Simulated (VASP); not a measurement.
# KMgF3 in VASP: further runs, part 2 of 2

VASP 6.6.1.

## Step 4: Single point, PBEsol (uniaxial strain along a: +3.0 %, then relaxed in part)

File INCAR:

```
  PREC = Accurate
  ENCUT = 600
  EDIFF = 1E-6
  ISMEAR = 0
  SIGMA = 0.02
  LREAL = False
  LASPH = True
  NELM = 120
  ALGO = Normal
  ISIF = 2
  LWAVE = False
  LCHARG = True
  GGA = PS
  LELF = True
  LVHAR = True
  NBANDS = 24
  GGA_COMPAT = False
```

File KPOINTS:

```
regular mesh
0
Gamma
  6 6 6
```

File POSCAR:

```
KMgF3
1.0
    4.1109913916      0.0000000000      0.0000000000
    0.0000000000      3.9662675383      0.0000000000
    0.0000000000      0.0000000000      3.9662675383
K Mg F
1 1 3
Direct
    0.5000000000      0.5000000000      0.5000000000
    0.0000000000      0.0000000000      0.0000000000
    0.0000000000      0.5000000000      0.0000000000
    0.0000000000      0.0000000000      0.5000000000
    0.5000000000      0.0000000000      0.0000000000
```

Launch:

```
cat potpaw_PBE.64/K_sv/POTCAR potpaw_PBE.64/Mg/POTCAR potpaw_PBE.64/F/POTCAR > POTCAR
mpirun -np 1 vasp_std > vasp.out
```

Wall time 38 s (1 thread of Intel Xeon Platinum 8488C (Sapphire Rapids), shared host); peak memory 0.23 GiB.

It converged, with:

```yaml
Free_energy: -25.2508 eV
Pressure: -1.5 GPa
Band_gap_on_the_k_mesh: 6.95 eV, indirect (least direct gap 7.29 eV)
```

Stress tensor (GPa, compression positive):
```
-3.58  0.00  0.00
 0.00 -0.48  0.00
 0.00  0.00 -0.48
```

Levels at points of the mesh, in eV from the valence-band top:
```csv
k point,band 14,band 15,band 16,band 17,band 18,band 19
"(0.00, 0.00, 0.00)",-0.34,-0.34,-0.34,6.95,9.82,9.98
"(0.50, 0.00, 0.00)",-0.75,-0.54,-0.54,9.71,10.01,10.77
"(0.00, 0.50, 0.00)",-0.86,-0.54,-0.54,9.85,10.08,11.02
"(0.50, 0.50, 0.00)",-0.97,-0.94,-0.06,10.64,11.40,12.13
"(0.00, 0.50, 0.50)",-0.80,-0.80,-0.02,10.69,11.58,12.32
"(0.50, 0.50, 0.50)",-0.03,-0.03,0.00,10.20,10.21,10.21
```

Caveat: the cell differs from its parent crystal (uniaxial strain along a: +3.0 %, then relaxed in part); the PAW data sets were made with another functional, which shifts forces and pressure a little. A k mesh can miss the band edges.

## Step 5: Single point, PBEsol

This run uses another cell than the first one, of 12.93 Å³/atom, 1.027 times its volume.

File INCAR:

```
SYSTEM = KMgF3
  PREC = Accurate
  ENCUT = 600
  EDIFF = 1E-6
  ISMEAR = 0
  SIGMA = 0.02
  LREAL = .False.
  LASPH = .True.
  NELM = 120
  ALGO = Normal
  ISIF = 2
  LWAVE = .False.
  LCHARG = .False.
  GGA = PS
  NBANDS = 24
  GGA_COMPAT = .False.
```

File KPOINTS:

```
Automatic mesh
0
Gamma
  6 6 6
  0 0 0
```

POSCAR is that of step 4.

Potentials or basis: VASP PAW PBE potentials, release 64 (K_sv, Mg, F).

Launch:

```
cat potpaw_PBE.64/K_sv/POTCAR potpaw_PBE.64/Mg/POTCAR potpaw_PBE.64/F/POTCAR > POTCAR
mpirun -np 1 vasp_std > vasp.out
```

OUTCAR:

```text
SYSTEM = KMgF3
   PREC = Accurate
   ENCUT = 600
   EDIFF = 1E-6
   ISMEAR = 0
   LREAL = .False.
   LASPH = .True.
   NELM = 120
   ISIF = 2
   GGA = PS

 ion  position               nearest neighbor table
   1  0.500  0.500  0.500-   5 2.80   5 2.80   5 2.80   5 2.80   4 2.86   4 2.86   3 2.86   3 2.86
                             3 2.86   4 2.86   3 2.86   4 2.86   2 3.48   2 3.48   2 3.48   2 3.48
   2  0.000  0.000  0.000-   3 1.98   4 1.98   4 1.98   3 1.98   5 2.06   5 2.06   1 3.48   1 3.48
                             1 3.48   1 3.48   1 3.48   1 3.48   1 3.48   1 3.48
[... 857 lines left out ...]
  -------------------------------------------------------------------------------------
  Total       -1.4451587     -0.1919192     -0.1919192      0.0000000      0.0000000     -0.0000000
  in kB      -35.8026800     -4.7546493     -4.7546493      0.0000000      0.0000000     -0.0000000
  external PRESSURE =     -15.1039929 kB  Pullay stress =       0.0000000 kB

 VOLUME and BASIS-vectors are now :
 -----------------------------------------------------------------------------
  energy-cutoff  :      600.00
  volume of cell :       64.67
      direct lattice vectors                 reciprocal lattice vectors
     4.110991392  0.000000000  0.000000000     0.243250327  0.000000000  0.000000000
     0.000000000  3.966267538  0.000000000     0.000000000  0.252126209  0.000000000
     0.000000000  0.000000000  3.966267538     0.000000000  0.000000000  0.252126209

 POSITION                                       TOTAL-FORCE (eV/Angst)
 -----------------------------------------------------------------------------------
      2.05550      1.98313      1.98313         0.000000      0.000000      0.000000
      0.00000      0.00000      0.00000         0.000000      0.000000      0.000000
      0.00000      1.98313      0.00000         0.000000      0.000000      0.000000
      0.00000      0.00000      1.98313         0.000000      0.000000      0.000000
      2.05550      0.00000      0.00000         0.000000      0.000000      0.000000
 -----------------------------------------------------------------------------------
    total drift:                                0.000000      0.000000     -0.000000

  FREE ENERGIE OF THE ION-ELECTRON SYSTEM (eV)
  ---------------------------------------------------
  free  energy   TOTEN  =       -25.2507747872 eV

  energy  without entropy=      -25.2507747872  energy(sigma->0) =      -25.25077479
```

OSZICAR:

```text
N       E                     dE             d eps       ncg     rms          rms(c)
DAV:   1     0.240863082326E+03    0.24086E+03   -0.18617E+04  1960   0.143E+03
DAV:   2    -0.140049968777E+02   -0.25487E+03   -0.24370E+03  2376   0.357E+02
DAV:   3    -0.265955573338E+02   -0.12591E+02   -0.12521E+02  2728   0.751E+01
DAV:   4    -0.271223478692E+02   -0.52679E+00   -0.52669E+00  2600   0.960E+00
DAV:   5    -0.271263397506E+02   -0.39919E-02   -0.39918E-02  2592   0.845E-01    0.810E+00
DAV:   6    -0.252852658507E+02    0.18411E+01   -0.58700E+00  2240   0.173E+01    0.399E+00
DAV:   7    -0.252616572950E+02    0.23609E-01   -0.21426E-01  2384   0.269E+00    0.235E+00
DAV:   8    -0.252508649886E+02    0.10792E-01   -0.64848E-02  2368   0.240E+00    0.293E-01
DAV:   9    -0.252505629249E+02    0.30206E-03   -0.11911E-02  2608   0.761E-01    0.139E-01
DAV:  10    -0.252507907696E+02   -0.22784E-03   -0.79550E-04  2320   0.187E-01    0.109E-01
DAV:  11    -0.252507754537E+02    0.15316E-04   -0.71516E-05  2560   0.636E-02    0.556E-02
DAV:  12    -0.252507746677E+02    0.78594E-06   -0.48566E-05  2136   0.513E-02    0.474E-03
DAV:  13    -0.252507747872E+02   -0.11944E-06   -0.19593E-06  2240   0.829E-03
   1 F= -.25250775E+02 E0= -.25250775E+02  d E =-.404140E-41
```

Run time: 35 s. Hardware: 1 thread of Intel Xeon Platinum 8488C (Sapphire Rapids), shared host; peak memory 0.22 GiB.

Results:

```
Free energy            : -25.2508 eV
Pressure               : -1.5 GPa
Band gap on the k mesh : 6.95 eV, indirect (least direct gap 7.29 eV)
```

Stress tensor (GPa, compression positive):
```
-3.58  0.00  0.00
 0.00 -0.48  0.00
 0.00  0.00 -0.48
```

Caveat: the PAW data sets were made with another functional, which shifts forces and pressure a little. A hybrid or GW would open this gap; PBEsol tends to underestimate it.

## Step 6: Single point, PBEsol (uniaxial strain along a: +4.5 %)

File INCAR:

```
ALGO     = Normal         # electronic algorithm
EDIFF    = 1E-6           # SCF threshold, eV
ENCUT    = 600            # plane-wave cutoff, eV
GGA      = PS             # functional
GGA_COMPAT= False        
ISIF     = 2              # what is computed and relaxed
ISMEAR   = 0              # smearing method
LASPH    = True           # aspherical terms in the spheres
LCHARG   = True           # write CHGCAR
LELF     = True           # ELF
LREAL    = False          # projectors in reciprocal space
LVHAR    = True         
LWAVE    = False          # write WAVECAR
NBANDS   = 24             # bands
NELM     = 120            # most SCF steps
PREC     = Accurate       # precision mode
SIGMA    = 0.02           # smearing width, eV
```

File KPOINTS:

```
k-points
0
Gamma
  6 6 6
```

Edit POSCAR of step 5 so:

```diff
@@ -2,5 +2,5 @@
 1.0
-    4.1109913916      0.0000000000      0.0000000000
-    0.0000000000      3.9662675383      0.0000000000
-    0.0000000000      0.0000000000      3.9662675383
+    4.1708601983      0.0000000000      0.0000000000
+    0.0000000000      3.9463521733      0.0000000000
+    0.0000000000      0.0000000000      3.9463521733
 K Mg F
```

Potentials or basis: VASP PAW PBE potentials, release 64 (K_sv, Mg, F).

Launch:

```
cat potpaw_PBE.64/K_sv/POTCAR potpaw_PBE.64/Mg/POTCAR potpaw_PBE.64/F/POTCAR > POTCAR
mpirun -np 1 vasp_std > vasp.out
```

Run time: 46 s. Hardware: 1 thread of Intel Xeon Platinum 8488C (Sapphire Rapids), shared host; peak memory 0.23 GiB.

Results (log left out):

```yaml
Free_energy: -25.2284 eV
Pressure: -1.6 GPa
Band_gap_on_the_k_mesh: 6.90 eV, indirect (least direct gap 7.25 eV)
```

Stress tensor (GPa, compression positive):
```
-4.66  0.00  0.00
 0.00 -0.08  0.00
 0.00  0.00 -0.08
```

Levels at points of the mesh, in eV from the valence-band top:
```
           k point  band 14  band 15  band 16  band 17  band 18  band 19
(0.00, 0.00, 0.00)    -0.35    -0.34    -0.34     6.90     9.77    10.01
(0.50, 0.00, 0.00)    -0.70    -0.55    -0.55     9.63     9.93    10.66
(0.00, 0.50, 0.00)    -0.86    -0.54    -0.54     9.84    10.03    11.05
(0.50, 0.50, 0.00)    -1.00    -0.90    -0.08    10.58    11.34    12.02
(0.00, 0.50, 0.50)    -0.75    -0.75    -0.01    10.67    11.60    12.32
(0.50, 0.50, 0.50)    -0.04    -0.04     0.00    10.16    10.17    10.17
```

Caveat: the cell differs from its parent crystal (uniaxial strain along a: +4.5 %); the PAW data sets were made with another functional, which shifts forces and pressure a little.

## Step 7: Summary

```tsv
task	cell	gap on the mesh (eV)	pressure (GPa)
relaxation of cell and atoms	relaxed from a = 3.978 Å, 5 atoms	7.14	0.0
single point	a = 4.111, b = 3.961, c = 3.961 Å, 5 atoms	6.97	-1.3
single point	a = 4.111, b = 3.966, c = 3.966 Å, 5 atoms	6.95	-1.5
single point	a = 4.171, b = 3.946, c = 3.946 Å, 5 atoms	6.90	-1.6
```

Alike in all rows: level PBEsol; potentials or basis VASP PAW PBE potentials, release 64 (K_sv, Mg, F); no spin polarisation; k mesh 6 × 6 × 6; cutoff (eV) 600; smearing gaussian 0.02 eV.

Caveats: the PAW data sets were made with another functional, which shifts forces and pressure a little.

Absolute energies hang on the potentials; compare differences alone.
